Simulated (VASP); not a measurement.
Write the native input for VASP 6.6.1 that does the following.

```
Task                   : single point
Functional             : PBE
Potentials or basis    : VASP PAW PBE potentials, release 64 (Li_sv, W_sv, S)
Cutoff                 : 520 eV
k mesh                 : 4 × 4 × 4
Occupations            : gaussian, width 0.1 eV
Spin                   : no spin polarisation
Dipole correction      : no
Further INCAR settings : ALGO = Normal; EDIFF = 1e-07; NBANDS = 56
```

The structure of LiW6S lies in POSCAR:

```
LiW6S
1.0
    0.0000000000      4.0879044000      4.0879044000
    4.0879044000      0.0000000000      4.0879044000
    4.0879044000      4.0879044000      0.0000000000
Li W S
1 6 1
Direct
    0.0000000000      0.0000000000      0.0000000000
    0.5000000000      0.0000000000      0.0000000000
    0.0000000000      0.5000000000      0.5000000000
    0.0000000000      0.5000000000      0.0000000000
    0.5000000000      0.0000000000      0.5000000000
    0.0000000000      0.0000000000      0.5000000000
    0.5000000000      0.5000000000      0.0000000000
    0.5000000000      0.5000000000      0.5000000000
```

The cell was built from a structure type or drawn by symmetry, and may not be a known phase.

The input as run:

INCAR

```
SYSTEM = LiW6S
PREC = Accurate
ENCUT = 520
EDIFF = 1E-7
ISMEAR = 0
SIGMA = 0.1
LREAL = .FALSE.
LASPH = .TRUE.
NELM = 100
ALGO = Normal
ISIF = 2
LWAVE = .FALSE.
LCHARG = .TRUE.
GGA = PE
LELF = .TRUE.
LVHAR = .TRUE.
NBANDS = 56
```

KPOINTS

```
Automatic mesh
0
G
  4 4 4
  0 0 0
```

Potentials or basis: VASP PAW PBE potentials, release 64 (Li_sv, W_sv, S).

The run is started by

```sh
$ cat potpaw_PBE.64/Li_sv/POTCAR potpaw_PBE.64/W_sv/POTCAR potpaw_PBE.64/S/POTCAR > POTCAR
$ mpirun -np 1 vasp_std > vasp.out
```

It gave:

```yaml
Band_gap_on_the_k_mesh: zero (an odd number of electrons rules out a gap without spin polarisation)
```

Caveat: spin-orbit coupling is left out, which moves the levels of the heavy elements.

Wall time 60 s on 1 thread of Intel(R) Xeon(R) 6975P-C (Granite Rapids), on a shared host, peak memory 0.32 GiB.
